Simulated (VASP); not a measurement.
Write the native input for VASP 6.6.1 that does the following.

```
Task                   : single point
Functional             : PBE
Potentials or basis    : VASP PAW PBE potentials, release 64 (Hf_pv, Mo_sv, C)
Cutoff                 : 520 eV
k mesh                 : 18 × 18 × 18
Occupations            : gaussian, width 0.1 eV
Spin                   : no spin polarisation
Dipole correction      : no
Further INCAR settings : ALGO = Normal; EDIFF = 1e-06; NBANDS = 24
```

The structure of HfMoC2 lies in POSCAR:

```
HfMoC2
1.0
    1.5859400128      0.9156428933      5.2085780635
   -1.5859400128      0.9156428933      5.2085780635
    0.0000000000     -1.8312857866      5.2085780635
Hf Mo C
1 1 2
Direct
    0.0000000000      0.0000000000      0.0000000000
    0.5000000000      0.5000000000      0.5000000000
    0.2462898163      0.2462898163      0.2462898163
    0.7537101837      0.7537101837      0.7537101837
```

The cell was generated, and may not be a known phase.

These files were run (other wordings do the same):

INCAR

```
SYSTEM = HfMoC2
PREC = Accurate
ENCUT = 520
EDIFF = 1E-6
ISMEAR = 0
SIGMA = 0.1
LREAL = .FALSE.
LASPH = .TRUE.
NELM = 100
ALGO = Normal
ISIF = 2
LWAVE = .FALSE.
LCHARG = .FALSE.
GGA = PE
NBANDS = 24
```

KPOINTS

```
regular mesh
0
G
  18 18 18
  0 0 0
```

Potentials or basis: VASP PAW PBE potentials, release 64 (Hf_pv, Mo_sv, C).

Command:

```console
$ cat potpaw_PBE.64/Hf_pv/POTCAR potpaw_PBE.64/Mo_sv/POTCAR potpaw_PBE.64/C/POTCAR > POTCAR
$ mpirun -np 1 vasp_std > vasp.out
```

It gave:

```
Pressure               : -0.4 GPa
Largest force          : 0.041 eV/Å
Band gap on the k mesh : zero (bands 16 and 17 overlap by 1.44 eV)
```

Caveat: spin-orbit coupling is left out, which moves the levels of the heavy elements.

Run time: 42 min on 1 thread of Intel Xeon 8259CL, on a shared host, peak memory 0.78 GiB.
